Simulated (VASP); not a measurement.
# C (Fd-3m) in VASP: further runs

The runs below take C through single point, with LDA.

Everything below comes from runs of VASP 6.6.1. Logs are shortened: lines on timing, memory, paths and dates and some standing lists are left out, and cuts for length are marked.

### 1 The cell of the first run

It takes space group Fd-3m (No. 227, cubic). The conventional cell has a = 3.567 Å, b = 3.567 Å, c = 3.567 Å, α = 90.00°, β = 90.00°, γ = 90.00°. C (site symmetry -43m) has 4 C at 1.54 Å within 2.1 Å.

### 2 Single point, LDA

Input file INCAR:

```
ALGO     = Normal         # electronic algorithm
EDIFF    = 1E-6           # SCF threshold, eV
ENCUT    = 600            # plane-wave cutoff, eV
GGA      = CA             # functional
GGA_COMPAT= F            
ISIF     = 2              # what is computed and relaxed
ISMEAR   = 0              # smearing method
LASPH    = T              # aspherical terms in the spheres
LCHARG   = F              # write CHGCAR
LREAL    = F              # projectors in reciprocal space
LWAVE    = F              # write WAVECAR
NBANDS   = 11             # bands
NELM     = 120            # most SCF steps
PREC     = Accurate       # precision mode
SIGMA    = 0.1            # smearing width, eV
```

Input file KPOINTS:

```
k-points
0
Gamma
  8 8 8
```

Input file POSCAR:

```
C
1.0
    0.0000000000      1.7833700000      1.7833700000
    1.7833700000      0.0000000000      1.7833700000
    1.7833700000      1.7833700000      0.0000000000
C
2
Direct
    0.0000000000      0.0000000000      0.0000000000
    0.2500000000      0.2500000000      0.2500000000
```

Potentials or basis: VASP PAW LDA potentials, release 64 (C).

Launch:

```sh
$ cat potpaw_LDA.64/C/POTCAR > POTCAR
$ mpirun -np 1 vasp_std > vasp.out
```

OUTCAR:

```text
EDIFF = 1E-6
   ENCUT = 600
   GGA = CA
   ISIF = 2
   ISMEAR = 0
   LASPH = T
   LREAL = F
   NELM = 120
   PREC = Accurate

 ion  position               nearest neighbor table
   1  0.000  0.000  0.000-   2 1.54   2 1.54   2 1.54   2 1.54
   2  0.250  0.250  0.250-   1 1.54   1 1.54   1 1.54   1 1.54

  LATTYP: Found a face centered cubic cell.
 ALAT       =     3.5667400000

  Lattice vectors:

 A1 = (   0.0000000000,   1.7833700000,   1.7833700000)
 A2 = (   1.7833700000,   0.0000000000,   1.7833700000)
 A3 = (   1.7833700000,   1.7833700000,   0.0000000000)

Analysis of symmetry for initial positions (statically):
=====================================================================
 Subroutine PRICEL returns:
 Original cell was already a primitive cell.

 Routine SETGRP: Setting up the symmetry group for a
 face centered cubic supercell.

 Subroutine GETGRP returns: Found 48 space group operations
 (whereof 24 operations were pure point group operations)
 out of a pool of 48 trial point group operations.

The static configuration has the point symmetry T_d .
 The point group associated with its full space group is O_h .

Analysis of symmetry for dynamics (positions and initial velocities):
=====================================================================
 Subroutine PRICEL returns:
 Original cell was already a primitive cell.

 Routine SETGRP: Setting up the symmetry group for a
 face centered cubic supercell.

 Subroutine GETGRP returns: Found 48 space group operations
 (whereof 24 operations were pure point group operations)
 out of a pool of 48 trial point group operations.

The dynamic configuration has the point symmetry T_d .
 The point group associated with its full space group is O_h .

 Subroutine INISYM returns: Found 48 space group operations
 (whereof 24 operations are pure point group operations),
 and found     1 'primitive' translations

----------------------------------------------------------------------------------------

                                     Primitive cell

  volume of cell :      11.3437

  direct lattice vectors                    reciprocal lattice vectors
     0.000000000  1.783370000  1.783370000    -0.280368067  0.280368067  0.280368067
     1.783370000  0.000000000  1.783370000     0.280368067 -0.280368067  0.280368067
     1.783370000  1.783370000  0.000000000     0.280368067  0.280368067 -0.280368067

  length of vectors
     2.522066041  2.522066041  2.522066041     0.485611737  0.485611737  0.485611737

  position of ions in fractional coordinates (direct lattice)
     0.000000000  0.000000000  0.000000000
     0.250000000  0.250000000  0.250000000

  ion indices of the primitive-cell ions
   primitive index   ion index
                 1           1
                 2           2

----------------------------------------------------------------------------------------

 KPOINTS: k-points

Automatic generation of k-mesh.
 Grid dimensions read from file:
 generate k-points for:    8    8    8

 Generating k-lattice:

  Cartesian coordinates                     Fractional coordinates (reciprocal lattice)
    -0.035046008  0.035046008  0.035046008     0.125000000  0.000000000  0.000000000
     0.035046008 -0.035046008  0.035046008     0.000000000  0.125000000  0.000000000
     0.035046008  0.035046008 -0.035046008     0.000000000  0.000000000  0.125000000

  Length of vectors
     0.060701467  0.060701467  0.060701467

  Shift w.r.t. Gamma in fractional coordinates (k-lattice)
     0.000000000  0.000000000  0.000000000

 Subroutine IBZKPT returns following result:
 ===========================================

 Found     29 irreducible k-points:

 Following reciprocal coordinates:
            Coordinates               Weight
  0.000000  0.000000  0.000000      1.000000
  0.125000  0.000000  0.000000      8.000000
  0.250000  0.000000  0.000000      8.000000
  0.375000  0.000000  0.000000      8.000000
  0.500000  0.000000  0.000000      4.000000
  0.125000  0.125000  0.000000      6.000000
[... 16 lines left out ...]
  0.500000  0.250000  0.125000     48.000000
 -0.375000  0.250000  0.125000     24.000000
 [... further k-points ...]
   k-points           NKPTS =     29   k-points in BZ     NKDIM =     29   number of bands    NBANDS=     11
   number of dos      NEDOS =    301   number of ions     NIONS =      2
   total plane-waves  NPLWV =   8000
   dimension x,y,z NGX =    20 NGY =   20 NGZ =   20
   dimension x,y,z NGXF=    40 NGYF=   40 NGZF=   40
   ions per type =               2
   NGX,Y,Z   is equivalent  to a cutoff of  13.18, 13.18, 13.18 a.u.
   NGXF,Y,Z  is equivalent  to a cutoff of  26.37, 26.37, 26.37 a.u.
 SYSTEM =  unknown system
   PREC   = accura    normal or accurate (medium, high low for compatibility)
   ISTART =      0    job   : 0-new  1-cont  2-samecut
   ICHARG =      2    charge: 1-file 2-atom 10-const
   ISPIN  =      1    spin polarized calculation?
   LNONCOLLINEAR =      F non collinear calculations
   LSORBIT =      F    spin-orbit coupling
   LASPH  =      T    aspherical Exc in radial PAW
   ENCUT  =  600.0 eV  44.10 Ry    6.64 a.u.   5.04  5.04  5.04*2*pi/ulx,y,z
   NELM   =    120;   NELMIN=  2; NELMDL= -5     # of ELM steps
   EDIFF  = 0.1E-05   stopping-criterion for ELM
   LREAL  =      F    real-space projection
   EDIFFG = 0.1E-04   stopping-criterion for IOM
   NSW    =      0    number of steps for IOM
   IBRION =     -1    ionic relax: 0-MD 1-quasi-New 2-CG
   NFREE  =      0    steps in history (QN), initial steepest desc. (CG)
   ISIF   =      2    stress and relaxation
   ISYM   =      2    0-nonsym 1-usesym 2-fastsym
   POTIM  = 0.5000    time-step for ionic-motion
   TEBEG  =    0.0;   TEEND  =   0.0 temperature during run
   PSTRESS=    0.0 pullay stress
   NELECT =       8.0000    total number of electrons
   NUPDOWN=      -1.0000    fix difference up-down
   EMIN   =  10.00;   EMAX   =-10.00  energy-range for DOS
   EFERMI =   0.00;   METHOD = LEGACY
   ISMEAR =     0;   SIGMA  =   0.10  broadening in eV -4-tet -1-fermi 0-gaus
   EFERMI_NEDOS =   21; number of points for ismear=-14 and -15
   IALGO  =     38    algorithm
   IMIX   =      4    mixing-type and parameters
     AMIX     =   0.40;   BMIX     =  1.00
     AMIX_MAG =   1.60;   BMIX_MAG =  1.00
  volume/ion in A,a.u.               =       5.67        38.28
  Fermi-wavevector in a.u.,A,eV,Ry     =   1.457203  2.753714 28.891161  2.123440
  Thomas-Fermi vector in A             =   2.574032
   LORBIT       =      0    0 simple, 1 ext, 2 COOP (PROOUT), +10 PAW based schemes
   GGA     = CA    functional components
   LHFCALC =     F    Hartree Fock is set to
   AEXX    =    0.0000 exact exchange contribution
   IVDW    =     0    specifies the selected vdW correction
   LEPSILON=     F    determine dielectric tensor
   LRPA    =     F    only Hartree local field effects (RPA)
 non-spin polarized calculation
 Gauss-broadening in eV      SIGMA  =   0.10
  energy-cutoff  :      600.00
  volume of cell :       11.34
 maximum number of plane-waves:       391
   NGX =  9   NGY =  9   NGZ =  9

 number of electron       7.9999999 magnetization

 Free energy of the ion-electron system (eV)
  ---------------------------------------------------
  ext. energy  EPLUGINS =         0.00000000
  ---------------------------------------------------
  free energy    TOTEN  =       -20.24068816 eV

  energy without entropy =      -20.24068816  energy(sigma->0) =      -20.24068816

 E-fermi :  10.2771     XC(G=0): -13.4995

 val. band max:        9.7223726570   @ k =   0.0000   0.0000   0.0000
 cond. band min:      13.8220380427   @ k =   0.3750   0.3750   0.0000
 fundamental gap:      4.0996653858
 Fermi energy:        10.2771467973

 k-point     1 :       0.0000    0.0000    0.0000
  band No.  band energies     occupation
      1     -11.5956      2.00000
      2       9.7224      2.00000
      3       9.7224      2.00000
      4       9.7224      2.00000
      5      15.2650      0.00000
      6      15.2650      0.00000
      7      15.2650      0.00000
      8      23.2782      0.00000
      9      28.7266      0.00000
     10      36.3537      0.00000
     11      36.3537      0.00000

 k-point     2 :       0.1250    0.0000    0.0000
  band No.  band energies     occupation
      1     -11.1640      2.00000
      2       7.3333      2.00000
      3       9.0717      2.00000
      4       9.0717      2.00000
      5      16.1182      0.00000
      6      16.1182      0.00000
      7      16.5642      0.00000
      8      23.5704      0.00000
      9      29.3544      0.00000
     10      33.1409      0.00000
     11      33.1409      0.00000

 k-point     3 :       0.2500    0.0000    0.0000
  band No.  band energies     occupation
      1      -9.8815      2.00000
      2       3.1877      2.00000
      3       7.9825      2.00000
      4       7.9825      2.00000
      5      17.4466      0.00000
      6      17.4466      0.00000
      7      17.9148      0.00000
      8      24.3096      0.00000
      9      30.1148      0.00000
     10      32.0390      0.00000
     11      32.0390      0.00000

 k-point     4 :       0.3750    0.0000    0.0000
  band No.  band energies     occupation
      1      -7.8095      2.00000
      2      -0.8829      2.00000
      3       7.2042      2.00000
      4       7.2042      2.00000
      5      18.0335      0.00000
      6      18.0335      0.00000
      7      18.5516      0.00000
      8      24.9522      0.00000
      9      30.5763      0.00000
     10      33.6054      0.00000
     11      33.6054      0.00000
[... 239 lines left out ...]
 k-point    22 :       0.3750    0.2500    0.1250
  band No.  band energies     occupation
      1      -8.7562      2.00000
      2       3.3065      2.00000
      3       4.2296      2.00000
      4       6.8552      2.00000
      5      16.2489      0.00000
      6      19.6889      0.00000
      7      21.2026      0.00000
      8      21.4405      0.00000
      9      30.3076      0.00000
     10      30.9310      0.00000
     11      35.2581      0.00000

 k-point    23 :       0.5000    0.2500    0.1250
  band No.  band energies     occupation
      1      -6.7245      2.00000
      2      -0.0396      2.00000
      3       3.4857      2.00000
      4       5.6511      2.00000
      5      17.6136      0.00000
      6      19.2923      0.00000
      7      22.1093      0.00000
      8      22.9410      0.00000
      9      29.5831      0.00000
     10      31.8602      0.00000
     11      35.6158      0.00000

 k-point    24 :      -0.3750    0.2500    0.1250
  band No.  band energies     occupation
      1      -4.7527      2.00000
      2      -2.6065      2.00000
      3       3.4648      2.00000
      4       5.0349      2.00000
      5      17.8952      0.00000
      6      19.1739      0.00000
      7      22.7554      0.00000
      8      24.4353      0.00000
      9      27.7744      0.00000
     10      33.3358      0.00000
     11      35.8590      0.00000

 [... further k-points ...]
[... 5 lines left out ...]
  --------------------------------------------------------------------------------------
  -------------------------------------------------------------------------------------
  Total       -0.8754143     -0.8754143     -0.8754143     -0.0000000      0.0000000     -0.0000000
  in kB     -123.6430965   -123.6430965   -123.6430965     -0.0000000      0.0000000     -0.0000000
  external PRESSURE =    -123.6430965 kB  Pullay stress =       0.0000000 kB

 VOLUME and BASIS-vectors are now :
 -----------------------------------------------------------------------------
  energy-cutoff  :      600.00
  volume of cell :       11.34
      direct lattice vectors                 reciprocal lattice vectors
     0.000000000  1.783370000  1.783370000    -0.280368067  0.280368067  0.280368067
     1.783370000  0.000000000  1.783370000     0.280368067 -0.280368067  0.280368067
     1.783370000  1.783370000  0.000000000     0.280368067  0.280368067 -0.280368067

 POSITION                                       TOTAL-FORCE (eV/Angst)
 -----------------------------------------------------------------------------------
      0.00000      0.00000      0.00000         0.000000      0.000000      0.000000
      0.89168      0.89168      0.89168        -0.000000     -0.000000     -0.000000
 -----------------------------------------------------------------------------------
    total drift:                                0.000000      0.000000      0.000000

  FREE ENERGIE OF THE ION-ELECTRON SYSTEM (eV)
  ---------------------------------------------------
  free  energy   TOTEN  =       -20.2406881593 eV

  energy  without entropy=      -20.2406881593  energy(sigma->0) =      -20.24068816
```

It took 5.1 s on 1 thread of AMD EPYC 7R43 (Zen 3), shared host; peak memory 0.07 GiB.

What came out:

- Free energy: -20.2407 eV
- Pressure: -12.4 GPa
- Band gap on the k mesh: 4.10 eV, indirect (least direct gap 5.54 eV)

Levels at points of the mesh, in eV from the valence-band top:
```
           k point  band 2  band 3  band 4  band 5  band 6  band 7
(0.00, 0.00, 0.00)    0.00    0.00    0.00    5.54    5.54    5.54
(0.50, 0.00, 0.00)  -13.36   -2.79   -2.79    8.38    8.38    9.01
(0.50, 0.50, 0.00)  -12.61   -6.29   -6.29    4.71    4.71   16.62
```

A k mesh can miss the band edges.

### 3 Single point, LDA

This run uses another cell than the first one, of 5.51 Å³/atom, 0.971 times its volume.

Input file INCAR:

```
SYSTEM = C
ALGO = Normal
EDIFF = 1E-6
ENCUT = 600
GGA = CA
GGA_COMPAT = .FALSE.
ISIF = 2
ISMEAR = 0
LASPH = .TRUE.
LCHARG = .FALSE.
LREAL = .FALSE.
LWAVE = .FALSE.
NBANDS = 11
NELM = 120
PREC = Accurate
SIGMA = 0.1
```

Input file KPOINTS:

```
k-points
0
G
  10 10 10
  0 0 0
```

Input file POSCAR:

```
C
1.0
    0.0000000000      1.7660495858      1.7660495858
    1.7660495858      0.0000000000      1.7660495858
    1.7660495858      1.7660495858      0.0000000000
C
2
Direct
    0.0000000000      0.0000000000      0.0000000000
    0.2500000000      0.2500000000      0.2500000000
```

Potentials or basis: VASP PAW LDA potentials, release 64 (C).

Launch:

```sh
$ cat potpaw_LDA.64/C/POTCAR > POTCAR
$ mpirun -np 1 vasp_std > vasp.out
```

Run time: 9 s. Hardware: 1 thread of AMD EPYC 7R43 (Zen 3), shared host; peak memory 0.08 GiB.

It converged, with:

```
Free energy            : -20.2520 eV
Pressure               : 0.7 GPa
Band gap on the k mesh : 4.20 eV, indirect (least direct gap 5.63 eV)
```

Levels at points of the mesh, in eV from the valence-band top:
| k point | band 1 | band 2 | band 3 | band 4 | band 5 | band 6 | band 7 | band 8 | band 9 |
| --- | --- | --- | --- | --- | --- | --- | --- | --- | --- |
| (0.00, 0.00, 0.00) | -21.71 | 0.00 | 0.00 | 0.00 | 5.63 | 5.63 | 5.63 | 14.23 | 19.39 |
| (0.50, 0.00, 0.00) | -15.70 | -13.69 | -2.86 | -2.86 | 8.51 | 8.51 | 9.42 | 15.67 | 21.95 |
| (0.50, 0.50, 0.00) | -12.82 | -12.82 | -6.47 | -6.47 | 4.77 | 4.77 | 17.07 | 17.07 | 23.47 |
